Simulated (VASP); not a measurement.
A run of VASP 6.6.1 is set up as follows.

The input INCAR:

```
  ALGO = Normal
  EDIFF = 1E-6
  ENCUT = 520
  GGA = PE
  ISIF = 2
  ISMEAR = 0
  LASPH = True
  LCHARG = False
  LREAL = False
  LWAVE = False
  NBANDS = 35
  NELM = 80
  PREC = Accurate
  SIGMA = 0.05
```

Contents of KPOINTS:

```
k-points
0
Gamma
  9 9 1
```

POSCAR

```
Te2Mo
1.0
    3.5549909197      0.0000000000      0.0000000000
   -1.7774954599      3.0787124467      0.0000000000
    0.0000000000      0.0000000000     35.0365360304
Te Mo
4 2
Direct
    0.3333333333      0.6666666667      0.4499597225
    0.3219971581      0.6666666667      0.9483984951
    0.3446695086      0.6666666667      0.0516015049
    0.3333333333      0.6666666667      0.5500402775
    0.0000000000      0.0000000000      0.0000000000
    0.0000000000      0.0000000000      0.5000000000
```

Potentials or basis: VASP PAW PBE potentials, release 64 (Te, Mo_sv).

Command:

```bash
$ cat potpaw_PBE.64/Te/POTCAR potpaw_PBE.64/Mo_sv/POTCAR > POTCAR
$ mpirun -np 1 vasp_std > vasp.out
```

Q: What does it give for the largest force?

A: 0.799 eV/Å.

Q: Estimate the band gap on the k mesh.

A: 0.89 eV.

Forces on the atoms (eV/Å):
```
Te   0.000  0.000 -0.799
Te   0.246 -0.008 -0.026
Te  -0.246 -0.008  0.026
Te   0.000  0.000  0.799
Mo   0.000  0.016  0.000
Mo   0.000  0.000  0.000
```

Caveat: the cell differs from its parent crystal (atoms displaced along several vibrational modes); there is no dipole correction, which matters where the two faces differ; spin-orbit coupling is left out, which moves the levels of the heavy elements.
